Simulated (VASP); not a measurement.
# Al2Cu (P1) in VASP: relaxation of cell and atoms with PBE

Aim: the relaxation of cell and atoms of Al2Cu with PBE.

Program: VASP 6.6.1. These are calculated values, not measurements. Logs are shortened: lines on timing, memory, paths and dates and some standing lists are left out, and cuts for length are marked.

## (1) The cell of the first run

The typed cell holds 6 atoms: a = 2.876 Å, b = 5.655 Å, c = 5.764 Å, α = 87.78°, β = 89.58°, γ = 91.13°.

## (2) Relaxation of cell and atoms, PBE

Input file INCAR:

```
SYSTEM = Al2Cu
PREC = Accurate ; ENCUT = 600
EDIFF = 1E-6 ; ISMEAR = 0
SIGMA = 0.2 ; LREAL = .FALSE.
LASPH = .TRUE. ; NELM = 60
ALGO = Fast ; ISIF = 3
LWAVE = .FALSE. ; LCHARG = .FALSE.
GGA = PE ; IBRION = 2
NSW = 80 ; EDIFFG = -0.025
```

Input file KPOINTS:

```
regular mesh
0
G
  8 4 4
  0 0 0
```

Input file POSCAR:

```
Al2Cu
1.0
    2.8760680860     -0.0281833283      0.0107817424
   -0.0563666567      5.6538547839      0.1092761896
    0.0221081944      0.1120365877      5.7624613377
Al Cu
4 2
Direct
    0.5052401374      0.2438486150      0.7255152136
    0.4806849682      0.7555899859      0.7183977115
    0.5026244464      0.2434820740      0.2681746125
    0.4778141240      0.7530635265      0.2817879494
    0.0027247149      0.4989344009      0.0013788452
    0.0309116091      0.0050813978      0.0047456677
```

Potentials or basis: VASP PAW PBE potentials, release 64 (Al, Cu).

Started as:

```
cat potpaw_PBE.64/Al/POTCAR potpaw_PBE.64/Cu/POTCAR > POTCAR
mpirun -np 1 vasp_std > vasp.out
```

OUTCAR:

```text
SYSTEM = Al2Cu
   PREC = Accurate
   ENCUT = 600
   EDIFF = 1E-6
   ISMEAR = 0
   LREAL = .FALSE.
   LASPH = .TRUE.
   NELM = 60
   ISIF = 3
   GGA = PE
   IBRION = 2
   NSW = 80
   EDIFFG = -0.025

 ion  position               nearest neighbor table
   1  0.505  0.244  0.726-   6 2.45   6 2.58   5 2.61   5 2.63   3 2.64   2 2.76   2 2.89   3 3.13

   2  0.481  0.756  0.718-   4 2.52   5 2.52   6 2.57   5 2.64   6 2.71   1 2.76   1 2.89   4 3.25

   3  0.503  0.243  0.268-   6 2.47   5 2.50   5 2.54   6 2.58   1 2.64   4 2.77   4 2.89   1 3.13

   4  0.478  0.753  0.282-   6 2.48   2 2.52   5 2.58   6 2.61   5 2.68   3 2.77   3 2.89   2 3.25

   5  0.003  0.499  0.001-   3 2.50   2 2.52   3 2.54   4 2.58   1 2.61   1 2.63   2 2.64   4 2.68

   6  0.031  0.005  0.005-   1 2.45   3 2.47   4 2.48   2 2.57   3 2.58   1 2.58   4 2.61   2 2.71

  LATTYP: Found a triclinic cell.
 ALAT       =     8.1129210790
 B/A-ratio  =     0.3545241413
 C/A-ratio  =     1.6066657360
 COS(alpha) =     0.0020049569
 COS(beta)  =     0.6416102521
 COS(gamma) =     0.7037961464

  Lattice vectors:

 A1 = (   5.7300279776,  -0.1684032443,  -5.7408978529)
 A2 = (   2.8760680860,  -0.0281833283,   0.0107817424)
 A3 = (   0.0121502679,  -5.8779279593, -11.6341988650)

Analysis of symmetry for initial positions (statically):
=====================================================================
 Subroutine PRICEL returns:
 Original cell was already a primitive cell.

 Routine SETGRP: Setting up the symmetry group for a
 triclinic supercell.

 Subroutine GETGRP returns: Found  1 space group operations
 (whereof  1 operations were pure point group operations)
 out of a pool of  2 trial point group operations.

The static configuration has the point symmetry C_1 .

Analysis of symmetry for dynamics (positions and initial velocities):
=====================================================================
 Subroutine PRICEL returns:
 Original cell was already a primitive cell.

 Routine SETGRP: Setting up the symmetry group for a
 triclinic supercell.

 Subroutine GETGRP returns: Found  1 space group operations
 (whereof  1 operations were pure point group operations)
 out of a pool of  2 trial point group operations.

The dynamic configuration has the point symmetry C_1 .

 Subroutine INISYM returns: Found  1 space group operations
 (whereof  1 operations are pure point group operations),
 and found     1 'primitive' translations

----------------------------------------------------------------------------------------

                                     Primitive cell

  volume of cell :      93.6568

  direct lattice vectors                    reciprocal lattice vectors
     2.876068086 -0.028183328  0.010781742     0.347736408  0.003493891 -0.001402052
    -0.056366657  5.653854784  0.109276190     0.001746945  0.176954520 -0.003447139
     0.022108194  0.112036588  5.762461338    -0.000683754 -0.003362207  0.173604949

  length of vectors
     2.876226379  5.655191633  5.763592772     0.347756787  0.176996714  0.173638850

  position of ions in fractional coordinates (direct lattice)
     0.505240137  0.243848615  0.725515214
     0.480684968  0.755589986  0.718397712
     0.502624446  0.243482074  0.268174612
     0.477814124  0.753063526  0.281787949
     0.002724715  0.498934401  0.001378845
     0.030911609  0.005081398  0.004745668

  ion indices of the primitive-cell ions
   primitive index   ion index
                 1           1
                 2           2
                 3           3
                 4           4
                 5           5
                 6           6

----------------------------------------------------------------------------------------

 KPOINTS: regular mesh

Automatic generation of k-mesh.
 Grid dimensions read from file:
 generate k-points for:    8    4    4

 Generating k-lattice:

  Cartesian coordinates                     Fractional coordinates (reciprocal lattice)
     0.043467051  0.000436736 -0.000175256     0.125000000 -0.000000000  0.000000000
     0.000436736  0.044238630 -0.000861785    -0.000000000  0.250000000 -0.000000000
    -0.000170938 -0.000840552  0.043401237     0.000000000 -0.000000000  0.250000000

  Length of vectors
     0.043469598  0.044249178  0.043409713

  Shift w.r.t. Gamma in fractional coordinates (k-lattice)
     0.000000000  0.000000000  0.000000000

 Subroutine IBZKPT returns following result:
 ===========================================

 Found     68 irreducible k-points:

 Following reciprocal coordinates:
            Coordinates               Weight
  0.000000  0.000000  0.000000      1.000000
  0.125000  0.000000 -0.000000      2.000000
  0.250000  0.000000 -0.000000      2.000000
  0.375000  0.000000 -0.000000      2.000000
  0.500000  0.000000 -0.000000      1.000000
 -0.000000  0.250000 -0.000000      2.000000
[... 16 lines left out ...]
  0.500000 -0.000000  0.250000      2.000000
 -0.375000 -0.000000  0.250000      2.000000
 [... further k-points ...]
   k-points           NKPTS =     68   k-points in BZ     NKDIM =     68   number of bands    NBANDS=     21
   number of dos      NEDOS =    301   number of ions     NIONS =      6
   total plane-waves  NPLWV =  55296
   dimension x,y,z NGX =    24 NGY =   48 NGZ =   48
   dimension x,y,z NGXF=    48 NGYF=   96 NGZF=   96
   ions per type =               4   2
   NGX,Y,Z   is equivalent  to a cutoff of  13.87, 14.11, 13.85 a.u.
   NGXF,Y,Z  is equivalent  to a cutoff of  27.74, 28.22, 27.69 a.u.
 SYSTEM =  Al2Cu
   PREC   = accura    normal or accurate (medium, high low for compatibility)
   ISTART =      0    job   : 0-new  1-cont  2-samecut
   ICHARG =      2    charge: 1-file 2-atom 10-const
   ISPIN  =      1    spin polarized calculation?
   LNONCOLLINEAR =      F non collinear calculations
   LSORBIT =      F    spin-orbit coupling
   LASPH  =      T    aspherical Exc in radial PAW
   ENCUT  =  600.0 eV  44.10 Ry    6.64 a.u.   5.74 11.29 11.51*2*pi/ulx,y,z
   NELM   =     60;   NELMIN=  2; NELMDL= -5     # of ELM steps
   EDIFF  = 0.1E-05   stopping-criterion for ELM
   LREAL  =      F    real-space projection
   EDIFFG = -.3E-01   stopping-criterion for IOM
   NSW    =     80    number of steps for IOM
   IBRION =      2    ionic relax: 0-MD 1-quasi-New 2-CG
   NFREE  =      1    steps in history (QN), initial steepest desc. (CG)
   ISIF   =      3    stress and relaxation
   ISYM   =      2    0-nonsym 1-usesym 2-fastsym
   POTIM  = 0.5000    time-step for ionic-motion
   TEBEG  =    0.0;   TEEND  =   0.0 temperature during run
   PSTRESS=    0.0 pullay stress
   NELECT =      34.0000    total number of electrons
   NUPDOWN=      -1.0000    fix difference up-down
   EMIN   =  10.00;   EMAX   =-10.00  energy-range for DOS
   EFERMI =   0.00;   METHOD = LEGACY
   ISMEAR =     0;   SIGMA  =   0.20  broadening in eV -4-tet -1-fermi 0-gaus
   EFERMI_NEDOS =   21; number of points for ismear=-14 and -15
   IALGO  =     68    algorithm
   IMIX   =      4    mixing-type and parameters
     AMIX     =   0.40;   BMIX     =  1.00
     AMIX_MAG =   1.60;   BMIX_MAG =  1.00
  volume/ion in A,a.u.               =      15.61       105.34
  Fermi-wavevector in a.u.,A,eV,Ry     =   1.167853  2.206921 18.556711  1.363880
  Thomas-Fermi vector in A             =   2.304347
   LORBIT       =      0    0 simple, 1 ext, 2 COOP (PROOUT), +10 PAW based schemes
   GGA     = PE    functional components
   LHFCALC =     F    Hartree Fock is set to
   AEXX    =    0.0000 exact exchange contribution
   IVDW    =     0    specifies the selected vdW correction
   LEPSILON=     F    determine dielectric tensor
   LRPA    =     F    only Hartree local field effects (RPA)
 conjugate gradient relaxation of ions
 non-spin polarized calculation
 RMM-DIIS sequential band-by-band and
 Gauss-broadening in eV      SIGMA  =   0.20
  energy-cutoff  :      600.00
  volume of cell :       93.66
 maximum number of plane-waves:      3148
   NGX = 11   NGY = 23   NGZ = 23

--------------------------------------- Ionic step        1  -------------------------------------------

 number of electron      34.0000005 magnetization

 Free energy of the ion-electron system (eV)
  ---------------------------------------------------
  ext. energy  EPLUGINS =         0.00000000
  ---------------------------------------------------
  free energy    TOTEN  =       -22.93144245 eV

  energy without entropy =      -22.90368580  energy(sigma->0) =      -22.91756412

------------------------ aborting loop because EDIFF is reached ----------------------------------------

  FORCE on cell =-STRESS in cart. coord.  units (eV):
  Direction    XX          YY          ZZ          XY          YZ          ZX
  --------------------------------------------------------------------------------------
  -------------------------------------------------------------------------------------
  Total       -0.5330953      0.4833508      2.7922245      0.9825665     -1.6580118     -0.2920474
  in kB       -9.1196075      8.2686329     47.7663041     16.8086668    -28.3634409     -4.9960248
  external PRESSURE =      15.6384432 kB  Pullay stress =       0.0000000 kB
[... 101 lines left out ...]
  FREE ENERGIE OF THE ION-ELECTRON SYSTEM (eV)
  ---------------------------------------------------
  free  energy   TOTEN  =       -23.0767631080 eV

  energy  without entropy=      -23.0576874016  energy(sigma->0) =      -23.06722525

[... ionic steps 4 to 11 ...]

--------------------------------------- Ionic step       12  -------------------------------------------

 number of electron      34.0000016 magnetization

------------------------ aborting loop because EDIFF is reached ----------------------------------------

  FORCE on cell =-STRESS in cart. coord.  units (eV):
  Direction    XX          YY          ZZ          XY          YZ          ZX
  --------------------------------------------------------------------------------------
  -------------------------------------------------------------------------------------
  Total        0.0355773      0.0427880      0.1289016     -0.0076595      0.0060743     -0.0006497
  in kB        0.6055740      0.7283093      2.1940785     -0.1303751      0.1033933     -0.0110586
  external PRESSURE =       1.1759873 kB  Pullay stress =       0.0000000 kB
[... 65 lines left out ...]
  energy  without entropy=      -23.0901433609  energy(sigma->0) =      -23.09829937

--------------------------------------- Ionic step       14  -------------------------------------------

 number of electron      34.0000015 magnetization

 Free energy of the ion-electron system (eV)
  ---------------------------------------------------
  ext. energy  EPLUGINS =         0.00000000
  ---------------------------------------------------
  free energy    TOTEN  =       -23.10669431 eV

  energy without entropy =      -23.09018104  energy(sigma->0) =      -23.09843768

 E-fermi :   7.4012     XC(G=0): -10.5764

 val. band max:        7.3302742610   @ k =   0.5000   0.0000  -0.0000
 cond. band min:       7.4894607344   @ k =   0.1250   0.0000  -0.0000
 fundamental gap:      0.1591864734
 Fermi energy:         7.4012041466

 k-point     1 :       0.0000    0.0000    0.0000
  band No.  band energies     occupation
      1      -3.1598      2.00000
      2       0.6844      2.00000
      3       1.1206      2.00000
      4       1.2826      2.00000
      5       1.3612      2.00000
      6       2.0334      2.00000
[... 550 lines left out ...]
      5       2.7830      2.00000
      6       2.8011      2.00000
[... 13 lines left out ...]
     20       9.2732      0.00000
     21      10.0120      0.00000

 [... further k-points ...]

------------------------ aborting loop because EDIFF is reached ----------------------------------------

  FORCE on cell =-STRESS in cart. coord.  units (eV):
  Direction    XX          YY          ZZ          XY          YZ          ZX
  --------------------------------------------------------------------------------------
  -------------------------------------------------------------------------------------
  Total       -0.0366093     -0.0649322      0.0123403     -0.0062381     -0.0154658     -0.0020431
  in kB       -0.6219681     -1.1031548      0.2096544     -0.1059814     -0.2627534     -0.0347105
  external PRESSURE =      -0.5051562 kB  Pullay stress =       0.0000000 kB
[... 21 lines left out ...]
  FREE ENERGIE OF THE ION-ELECTRON SYSTEM (eV)
  ---------------------------------------------------
  free  energy   TOTEN  =       -23.1066943142 eV

  energy  without entropy=      -23.0901810416  energy(sigma->0) =      -23.09843768

 reached required accuracy - stopping structural energy minimisation
```

Wall time 12 min (1 thread of Intel Xeon 6975P-C (Granite Rapids), shared host); peak memory 0.34 GiB.

What came out:

| Item | Value |
| --- | --- |
| Free energy | -23.1067 eV |
| Relaxed volume | 15.72 Å³/atom |
| Relaxed cell | a = 2.829 Å, b = 5.660 Å, c = 5.890 Å, α = 89.78°, β = 89.92°, γ = 89.99° |
| Space group after relaxing (to 0.1 Å) | P4/mmm (No. 123) |
| Energy gained by relaxing | 29.2 meV/atom |
| Ionic steps | 14 |
| Pressure after relaxing | -0.1 GPa |
| Largest force after relaxing | 0.024 eV/Å |
| Band gap on the k mesh | zero (bands 17 and 18 overlap by 3.76 eV) |

Forces in eV/Å, atoms in the order of the input:
```
Al  -0.013 -0.005  0.020
Al   0.006 -0.002  0.013
Al  -0.009  0.003 -0.018
Al   0.009  0.002 -0.010
Cu  -0.003 -0.001 -0.003
Cu   0.009  0.003 -0.001
```

Stress tensor (GPa, compression positive):
```
-0.06 -0.01  0.00
-0.01 -0.11 -0.03
 0.00 -0.03  0.02
```

The path:
| step | energy change (eV) | largest force (eV/Å) | pressure (GPa) | volume (Å³) |
| --- | --- | --- | --- | --- |
| 1 | 0.0000 | 0.7247 | 1.56 | 93.66 |
| 2 | -0.1382 | 0.3651 | -0.81 | 95.70 |
| 3 | -0.1453 | 0.2864 | -1.74 | 96.34 |
| 4 | -0.1659 | 0.1858 | 0.25 | 94.17 |
| 5 | -0.1659 | 0.1831 | 0.18 | 94.12 |
| 6 | -0.1709 | 0.1131 | 0.12 | 94.16 |
| 7 | -0.1720 | 0.0954 | 0.12 | 94.19 |
| 8 | -0.1735 | 0.0617 | -0.09 | 94.40 |
| 9 | -0.1737 | 0.0438 | -0.23 | 94.51 |
| 10 | -0.1746 | 0.0428 | -0.02 | 94.22 |
| 11 | -0.1746 | 0.0445 | 0.03 | 94.13 |
| 12 | -0.1750 | 0.0265 | 0.12 | 94.13 |
| 13 | -0.1750 | 0.0279 | 0.10 | 94.13 |
| 14 | -0.1753 | 0.0243 | -0.05 | 94.30 |

Final structure:
```
Al Cu
1.0
     2.82903    0.00036    0.00213
     0.00026    5.65994    0.01200
     0.00412    0.01016    5.88960
Al Cu
4 2
Direct
  0.50318 0.25189 0.72129
  0.49996 0.75182 0.72138
  0.50014 0.24815 0.27868
  0.49710 0.74822 0.27856
  0.00026 0.49997 0.00010
  0.99936 0.99995 0.99999
```

Levels at points of the mesh, in eV from the Fermi level:
```csv
k point,band 13,band 14,band 15,band 16,band 17,band 18,band 19,band 20,band 21
"(0.00, 0.00, 0.00)",-3.60,-3.39,-2.70,-2.37,-2.07,-0.08,0.67,5.64,6.74
"(0.50, 0.00, 0.00)",-2.37,-2.07,-2.06,-2.06,-0.36,-0.07,0.67,0.97,2.54
"(0.00, 0.50, 0.00)",-3.62,-3.62,-3.39,-3.39,0.34,0.34,3.84,3.84,5.06
"(0.50, 0.50, 0.00)",-2.58,-2.58,-0.77,-0.77,-0.73,-0.73,0.62,0.62,1.49
"(0.00, 0.00, 0.50)",-3.65,-3.39,-3.25,-2.40,-1.48,0.63,3.57,3.62,3.96
"(0.50, 0.00, 0.50)",-3.03,-2.39,-1.45,-1.44,-0.41,0.28,0.28,1.61,1.62
"(0.00, 0.50, 0.50)",-3.62,-3.62,-0.53,-0.53,0.97,0.97,1.66,1.66,2.01
"(0.50, 0.50, 0.50)",-2.65,-2.65,-2.39,-2.39,-2.27,-2.27,3.87,3.87,4.46
```

The gap in the log of VASP goes by the Fermi energy; the results here count the filled bands.